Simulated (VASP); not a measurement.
Li3Mg: relaxation of cell and atoms with LDA

Crystal: Li3Mg.

```
CELL_PARAMETERS angstrom
0.00000 3.42888 3.42888
3.42888 0.00000 3.42888
3.42888 3.42888 0.00000
ATOMIC_POSITIONS crystal
Li 0.25000 0.25000 0.25000
Li 0.50000 0.50000 0.50000
Li 0.75000 0.75000 0.75000
Mg 0.00000 0.00000 0.00000
```

| Quantity | Value |
| --- | --- |
| Program | VASP 6.6.1 |
| Task | relaxation of cell and atoms |
| Functional | LDA |
| Potentials or basis | VASP PAW LDA potentials, release 64 (Li_sv, Mg) |
| Cutoff | 600 eV |
| k mesh | 6 × 6 × 6 |
| Occupations | fermi-dirac, width 0.02 eV |
| Spin | no spin polarisation |
| Dipole correction | no |
| Further INCAR settings | ALGO = Normal; EDIFF = 1e-06; IBRION = 2; EDIFFG = -0.01; NSW = 80; ISIF = 3 |

```
Relaxed volume                        : 18.69 Å³/atom
Relaxed cell                          : a = 4.729 Å, b = 4.729 Å, c = 4.729 Å, α = 60.00°, β = 60.00°, γ = 60.00°
Space group after relaxing (to 0.1 Å) : Fm-3m (No. 225)
Energy gained by relaxing             : 6.6 meV/atom
Ionic steps                           : 4
Pressure after relaxing               : 0.0 GPa
Band gap on the k mesh                : zero (an odd number of electrons rules out a gap without spin polarisation)
```

The path:
```tsv
step	energy change (eV)	largest force (eV/Å)	pressure (GPa)	volume (Å³)
1	0.0000	0.0000	-1.37	80.63
2	-0.0145	0.0000	-0.96	78.64
3	-0.0263	0.0000	-0.13	75.26
4	-0.0265	0.0000	0.00	74.78
```

Final structure:
```yaml
crystal:
  lattice:
    - [0.00000, 3.34385, 3.34385]
    - [3.34385, 0.00000, 3.34385]
    - [3.34385, 3.34385, 0.00000]
  atoms:
    - { symbol: Li, position: [0.25000, 0.25000, 0.25000] }
    - { symbol: Li, position: [0.50000, 0.50000, 0.50000] }
    - { symbol: Li, position: [0.75000, 0.75000, 0.75000] }
    - { symbol: Mg, position: [0.00000, 0.00000, 0.00000] }
```

Levels at points of the mesh, in eV from the Fermi level:
```
           k point  band 3  band 4  band 5  band 6  band 7  band 8
(0.00, 0.00, 0.00)  -45.30   -4.81    2.87    2.87    2.87    3.12
(0.50, 0.00, 0.00)  -45.30   -3.26   -2.22    2.17    2.17    2.19
(0.50, 0.50, 0.00)  -45.30   -2.58   -1.60   -0.23   -0.23    2.08
```

It took 77 s on 1 thread of AMD EPYC 7R13, on a shared host, peak memory 0.17 GiB.

Caveat: the cutoff is under 1.25 times the usual one of these potentials, so pressure, stress and relaxed cells hold a basis-set (Pulay) error.
